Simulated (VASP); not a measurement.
# MgO (Fm-3m) in VASP: single point with PBE

Aim: the single point of MgO with PBE.

Everything below comes from runs of VASP 6.6.1. Logs are shortened: lines on timing, memory, paths and dates and some standing lists are left out, and cuts for length are marked.

### Step 1. The cell of the first run

The structure is cubic, space group Fm-3m (No. 225). Conventional cell: a = 4.216 Å, b = 4.216 Å, c = 4.216 Å, α = 90.00°, β = 90.00°, γ = 90.00°. Within 2.8 Å of Mg (site symmetry m-3m) lie 6 O at 2.11 Å. O (site symmetry m-3m) has 6 Mg at 2.11 Å within 2.8 Å.

### Step 2. Single point, PBE

Contents of INCAR:

```
SYSTEM = MgO
PREC = Accurate
ENCUT = 840
EDIFF = 1E-6
ISMEAR = -5
SIGMA = 0.1
LREAL = .False.
LASPH = .True.
NELM = 120
ALGO = Normal
ISIF = 2
LWAVE = .False.
LCHARG = .True.
GGA = PE
LELF = .True.
LVHAR = .True.
NBANDS = 15
GGA_COMPAT = .False.
```

Contents of KPOINTS:

```
Automatic mesh
0
Gamma
  9 9 9
  0 0 0
```

Contents of POSCAR:

```
MgO
1.0
    0.0000000000      2.1080000000      2.1080000000
    2.1080000000      0.0000000000      2.1080000000
    2.1080000000      2.1080000000      0.0000000000
Mg O
1 1
Direct
    0.0000000000      0.0000000000      0.0000000000
    0.5000000000      0.5000000000      0.5000000000
```

Potentials or basis: VASP PAW PBE potentials, release 64 (Mg_sv, O).

Started as:

```bash
$ cat potpaw_PBE.64/Mg_sv/POTCAR potpaw_PBE.64/O/POTCAR > POTCAR
$ mpirun -np 1 vasp_std > vasp.out
```

OUTCAR:

```text
SYSTEM = MgO
   PREC = Accurate
   ENCUT = 840
   EDIFF = 1E-6
   ISMEAR = -5
   LREAL = .False.
   LASPH = .True.
   NELM = 120
   ISIF = 2
   GGA = PE

 ion  position               nearest neighbor table
   1  0.000  0.000  0.000-   2 2.11   2 2.11   2 2.11   2 2.11   2 2.11   2 2.11
   2  0.500  0.500  0.500-   1 2.11   1 2.11   1 2.11   1 2.11   1 2.11   1 2.11

  LATTYP: Found a face centered cubic cell.
 ALAT       =     4.2160000000

  Lattice vectors:

 A1 = (   0.0000000000,   2.1080000000,   2.1080000000)
 A2 = (   2.1080000000,   0.0000000000,   2.1080000000)
 A3 = (   2.1080000000,   2.1080000000,   0.0000000000)

Analysis of symmetry for initial positions (statically):
=====================================================================
 Subroutine PRICEL returns:
 Original cell was already a primitive cell.

 Routine SETGRP: Setting up the symmetry group for a
 face centered cubic supercell.

 Subroutine GETGRP returns: Found 48 space group operations
 (whereof 48 operations were pure point group operations)
 out of a pool of 48 trial point group operations.

The static configuration has the point symmetry O_h .

Analysis of symmetry for dynamics (positions and initial velocities):
=====================================================================
 Subroutine PRICEL returns:
 Original cell was already a primitive cell.

 Routine SETGRP: Setting up the symmetry group for a
 face centered cubic supercell.

 Subroutine GETGRP returns: Found 48 space group operations
 (whereof 48 operations were pure point group operations)
 out of a pool of 48 trial point group operations.

The dynamic configuration has the point symmetry O_h .

 Subroutine INISYM returns: Found 48 space group operations
 (whereof 48 operations are pure point group operations),
 and found     1 'primitive' translations

----------------------------------------------------------------------------------------

                                     Primitive cell

  volume of cell :      18.7345

  direct lattice vectors                    reciprocal lattice vectors
     0.000000000  2.108000000  2.108000000    -0.237191651  0.237191651  0.237191651
     2.108000000  0.000000000  2.108000000     0.237191651 -0.237191651  0.237191651
     2.108000000  2.108000000  0.000000000     0.237191651  0.237191651 -0.237191651

  length of vectors
     2.981162189  2.981162189  2.981162189     0.410827990  0.410827990  0.410827990

  position of ions in fractional coordinates (direct lattice)
     0.000000000  0.000000000  0.000000000
     0.500000000  0.500000000  0.500000000
[... 91 lines left out ...]
   NUPDOWN=      -1.0000    fix difference up-down
   EMIN   =  10.00;   EMAX   =-10.00  energy-range for DOS
   EFERMI =   0.00;   METHOD = LEGACY
   ISMEAR =    -5;   SIGMA  =   0.10  broadening in eV -4-tet -1-fermi 0-gaus
   EFERMI_NEDOS =   21; number of points for ismear=-14 and -15
   IALGO  =     38    algorithm
   IMIX   =      4    mixing-type and parameters
     AMIX     =   0.40;   BMIX     =  1.00
     AMIX_MAG =   1.60;   BMIX_MAG =  1.00
  volume/ion in A,a.u.               =       9.37        63.21
  Fermi-wavevector in a.u.,A,eV,Ry     =   1.553224  2.935169 32.824140  2.412506
  Thomas-Fermi vector in A             =   2.657486
   LORBIT       =      0    0 simple, 1 ext, 2 COOP (PROOUT), +10 PAW based schemes
   GGA     = PE    functional components
   LHFCALC =     F    Hartree Fock is set to
   AEXX    =    0.0000 exact exchange contribution
   IVDW    =     0    specifies the selected vdW correction
   LEPSILON=     F    determine dielectric tensor
   LRPA    =     F    only Hartree local field effects (RPA)
 non-spin polarized calculation
 Fermi weights with tetrahedron method with Bloechl corrections
  energy-cutoff  :      840.00
  volume of cell :       18.73
 maximum number of plane-waves:      1049
   NGX = 15   NGY = 15   NGZ = 15

 number of electron      15.9999995 magnetization

 Free energy of the ion-electron system (eV)
  ---------------------------------------------------
  ext. energy  EPLUGINS =         0.00000000
  ---------------------------------------------------
  free energy    TOTEN  =       -11.87645577 eV

  energy without entropy =      -11.87645577  energy(sigma->0) =      -11.87645577

 E-fermi :   3.0561     XC(G=0): -11.3770

 val. band max:        2.8952398052   @ k =   0.0000   0.0000   0.0000
 cond. band min:       7.6078759344   @ k =   0.0000   0.0000   0.0000
 fundamental gap:      4.7126361292
 Fermi energy:         3.0561105822

 k-point     1 :       0.0000    0.0000    0.0000
  band No.  band energies     occupation
      1     -69.3825      2.00000
      2     -36.1076      2.00000
      3     -36.1076      2.00000
      4     -36.1076      2.00000
      5     -14.3390      2.00000
      6       2.8952      2.00000
      7       2.8952      2.00000
      8       2.8952      2.00000
      9       7.6079      0.00000
     10      18.6853      0.00000
     11      18.6853      0.00000
     12      18.6853      0.00000
     13      22.5909      0.00000
     14      24.3687      0.00000
[... 401 lines left out ...]
      2     -36.1783      2.00000
      3     -36.1353      2.00000
      4     -36.1353      2.00000
      5     -12.8630      2.00000
      6      -1.0783      2.00000
      7       1.5931      2.00000
      8       1.5931      2.00000
      9      12.1190      0.00000
     10      12.8441      0.00000
     11      15.9841      0.00000
     12      21.7548      0.00000
     13      21.7548      0.00000
     14      28.4003      0.00000
     15      29.3590      0.00000

 [... further k-points ...]

------------------------ aborting loop because EDIFF is reached ----------------------------------------

  FORCE on cell =-STRESS in cart. coord.  units (eV):
  Direction    XX          YY          ZZ          XY          YZ          ZX
  --------------------------------------------------------------------------------------
  -------------------------------------------------------------------------------------
  Total        0.5044407      0.5044407      0.5044407     -0.0000000      0.0000000     -0.0000000
  in kB       43.1398790     43.1398790     43.1398790     -0.0000000      0.0000000     -0.0000000
  external PRESSURE =      43.1398790 kB  Pullay stress =       0.0000000 kB

 VOLUME and BASIS-vectors are now :
 -----------------------------------------------------------------------------
  energy-cutoff  :      840.00
  volume of cell :       18.73
      direct lattice vectors                 reciprocal lattice vectors
     0.000000000  2.108000000  2.108000000    -0.237191651  0.237191651  0.237191651
     2.108000000  0.000000000  2.108000000     0.237191651 -0.237191651  0.237191651
     2.108000000  2.108000000  0.000000000     0.237191651  0.237191651 -0.237191651

 POSITION                                       TOTAL-FORCE (eV/Angst)
 -----------------------------------------------------------------------------------
      0.00000      0.00000      0.00000         0.000000     -0.000000      0.000000
      2.10800      2.10800      2.10800        -0.000000      0.000000     -0.000000
 -----------------------------------------------------------------------------------
    total drift:                                0.000000      0.000000      0.000000

  FREE ENERGIE OF THE ION-ELECTRON SYSTEM (eV)
  ---------------------------------------------------
  free  energy   TOTEN  =       -11.8764557729 eV

  energy  without entropy=      -11.8764557729  energy(sigma->0) =      -11.87645577
```

It took 21 s on 1 thread of Intel Xeon Platinum 8488C (Sapphire Rapids), shared host; peak memory 0.15 GiB.

What came out:

* Free energy: -11.8765 eV
* Pressure: 4.3 GPa
* Band gap on the k mesh: 4.71 eV

Caveat: the cell stands under pressure.
